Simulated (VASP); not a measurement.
Set up this calculation in VASP 6.6.1, as the native input.

* Task: electric field gradients
* Functional: LDA
* Potentials or basis: VASP PAW LDA potentials, release 64 (Li_sv)
* Cutoff: 520 eV
* k mesh: 13 × 13 × 13
* Occupations: fermi-dirac, width 0.05 eV
* Spin: no spin polarisation
* Dipole correction: no
* Further INCAR settings: ALGO = Normal; EDIFF = 1e-08; NBANDS = 8

The structure of Li lies in POSCAR:

```
Li
1.0
   -1.7675000000      1.7500000000      1.7500000000
    1.7500000000     -1.7675000000      1.7500000000
    1.7500000000      1.7500000000     -1.7675000000
Li
1
Direct
    0.0000000000      0.0000000000      0.0000000000
```

This cell differs from its parent crystal: equal xy, yz and zx shear strains of -1 %.

The input as run:

INCAR

```
ALGO = Normal
EDIFF = 1E-8
ENCUT = 520
ISIF = 2
ISMEAR = -1
LASPH = T
LCHARG = F
LEFG = T
LREAL = F
LWAVE = F
NBANDS = 8
NELM = 100
PREC = Accurate
SIGMA = 0.05
```

KPOINTS

```
k-points
0
Gamma
  13 13 13
```

Potentials or basis: VASP PAW LDA potentials, release 64 (Li_sv).

Run with:

```bash
$ cat potpaw_LDA.64/Li_sv/POTCAR > POTCAR
$ mpirun -np 1 vasp_std > vasp.out
```

Wall time 18 s on 1 thread of Intel Xeon 6975P-C, on a shared host, peak memory 0.14 GiB.
